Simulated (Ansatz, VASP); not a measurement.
WSe2 in VASP and in Ansatz

```xyz
6
Lattice="3.3887 0.0000 0.0000 -1.6943 2.9347 0.0000 0.0000 0.0000 12.9700" Properties=species:S:1:pos:R:3 pbc="T T T"
W     0.0000    1.9565    3.2425
W     1.6943    0.9782    9.7275
Se    0.0000    1.9565    8.0544
Se    1.6943    0.9782    1.5694
Se    0.0000    1.9565   11.4006
Se    1.6943    0.9782    4.9156
```

Change from the starting cell: equal xx and yy strain of +3 %.

Alike in both runs: task single point; functional PBEsol; k mesh 11 × 11 × 3; occupations fermi-dirac, width 0.08 eV; no spin polarisation.

```csv
,VASP,Ansatz
version,VASP 6.6.1,Ansatz 0.2.0
potentials or method,"VASP PAW PBE potentials, release 64 (W_sv, Se), cutoff 520 eV","all-electron LAPW, scalar-relativistic"
```

|  | VASP | Ansatz | Ansatz less VASP |
| --- | --- | --- | --- |
| pressure (GPa) | -7.7 | -7.9 | -0.26 |
| traceless stress, the component that is largest in VASP (GPa) | 2.59 | 2.51 | -0.075 |
| rms of the force components (eV/Å) | 0.307 | 0.327 | +0.0201 |

VASP's potentials were made for PBE, not for PBEsol. Atom by atom the forces differ by 0.020 eV/Å (rms over components). Ansatz ran all-electron here, and VASP with PAW potentials.

Spin-orbit coupling is off throughout.
